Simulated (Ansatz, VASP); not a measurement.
Two plane-wave programs on P

Contents of POSCAR:

```
P
1.0
    3.2904850351      0.0000000000      0.0000000000
    0.0000000000     34.8586008271      0.0000000000
    0.0000000000      0.0000000000      4.6361280240
P
4
Direct
    0.0000000000      0.9701265428      0.5914832082
    0.0000000000      0.0298734572      0.4085167918
    0.5000000000      0.0298734572      0.0914832082
    0.5000000000      0.9701265428      0.9085167918
```

File INCAR.step1:

```
ALGO = Normal ; EDIFF = 1E-4
ENCUT = 520 ; GGA = PE
ISMEAR = 0 ; LASPH = True
LCHARG = False ; LREAL = False
LWAVE = True ; NBANDS = 18
NELM = 80 ; PREC = Accurate
SIGMA = 0.05
```

Contents of INCAR.step2:

```
ALGO = Normal ; EDIFF = 1E-6
ENCUT = 520 ; ISIF = 2
ISMEAR = 0 ; ISTART = 1
LASPH = True ; LCHARG = True
LELF = True ; LMIXTAU = True
LREAL = False ; LVHAR = True
LWAVE = False ; METAGGA = R2SCAN
NBANDS = 18 ; NELM = 80
PREC = Accurate ; SIGMA = 0.05
```

The input KPOINTS:

```
k-points
0
Gamma
  8 1 6
```

Input for Ansatz:

```yaml
crystal:
  lattice:
    - [3.2904850351, 0.0, 0.0]
    - [0.0, 34.8586008271, 0.0]
    - [0.0, 0.0, 4.636128024]
  atoms:
    - { symbol: P, position: [0.0, 0.9701265428, 0.5914832082] }
    - { symbol: P, position: [0.0, 0.0298734572, 0.4085167918] }
    - { symbol: P, position: [0.5, 0.0298734572, 0.0914832082] }
    - { symbol: P, position: [0.5, 0.9701265428, 0.9085167918] }
basis:
  ecutwfc: 500
kpoints:
  mp_grid: { grid: [8, 1, 6] }
hamiltonian:
  xc: r2scan
scf:
  occupations: { method: gaussian, width: 0.05 }
output:
  forces: true
  stress: true
  eigenvalues: true
  write_density: true
  write_potential: true
  elf: true
  volumetric_format: npy
```

Alike in both runs: task single point; functional r2SCAN; k mesh 8 × 1 × 6; occupations gaussian, width 0.05 eV; no spin polarisation.

|  | VASP | Ansatz |
| --- | --- | --- |
| version | VASP 6.6.1 | Ansatz 0.2.0 |
| potentials or method | VASP PAW PBE potentials, release 64 (P), cutoff 520 eV | scalar-relativistic, plane waves, PAW |
| valence electrons in the cell | 20 | 20 |

Ansatz gave:

```
gap on the k mesh at the Fermi level (eV) : 1.10
least direct gap on the mesh (eV)         : 1.10
rms of the force components (eV/Å)        : 0.000
```

Task: What did VASP give for the same quantities?

Result: gap on the k mesh at the Fermi level (eV): 1.12; least direct gap on the mesh (eV): 1.12; rms of the force components (eV/Å): 0.057.

VASP's potentials were made for PBE, not for r2SCAN. Atom by atom the forces differ by 0.057 eV/Å (rms over components). Ansatz's warnings: xc potential rough in thin density.
